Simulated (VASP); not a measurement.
**Ba: single point with PBE**

The system is Ba.

```
Ba
1.0
    -2.57500    2.57500    2.57500
     2.57500   -2.57500    2.57500
     2.57500    2.57500   -2.57500
Ba
1
Direct
  0.00000 0.00000 0.00000
```

This cell differs from its parent crystal: strain +0.030 along x and y, +0.030 along z.

```json
{
  "Program": "VASP 6.6.1",
  "Task": "single point",
  "Functional": "PBE",
  "Potentials or basis": "VASP PAW PBE potentials, release 64 (Ba_sv)",
  "Cutoff": "520 eV",
  "k mesh": "14 × 14 × 14",
  "Occupations": "gaussian, width 0.15 eV",
  "Spin": "no spin polarisation",
  "Dipole correction": "no",
  "Further INCAR settings": "ALGO = Normal; EDIFF = 1e-07; NBANDS = 11"
}
```

The pressure is -0.6 GPa and the band gap on the k mesh is zero (bands 5 and 6 overlap by 0.80 eV).

Levels at points of the mesh, in eV from the Fermi level:
| k point | band 2 | band 3 | band 4 | band 5 | band 6 | band 7 | band 8 | band 9 |
| --- | --- | --- | --- | --- | --- | --- | --- | --- |
| (0.00, 0.00, 0.00) | -14.02 | -14.02 | -14.02 | -2.71 | 1.74 | 1.74 | 1.74 | 3.03 |
| (0.50, 0.00, 0.00) | -14.37 | -14.13 | -14.02 | -0.84 | 0.69 | 1.02 | 2.97 | 3.52 |
| (0.50, 0.50, 0.50) | -14.27 | -14.27 | -14.27 | -0.44 | -0.44 | 3.98 | 3.98 | 3.98 |

It took 28 s on 1 thread of AMD EPYC 9R45 96-Core Processor (Zen 5), on a shared host, peak memory 0.21 GiB.

Caveat: the cell differs from its parent crystal (strain +0.030 along x and y, +0.030 along z); spin-orbit coupling is left out, which moves the levels of the heavy elements.
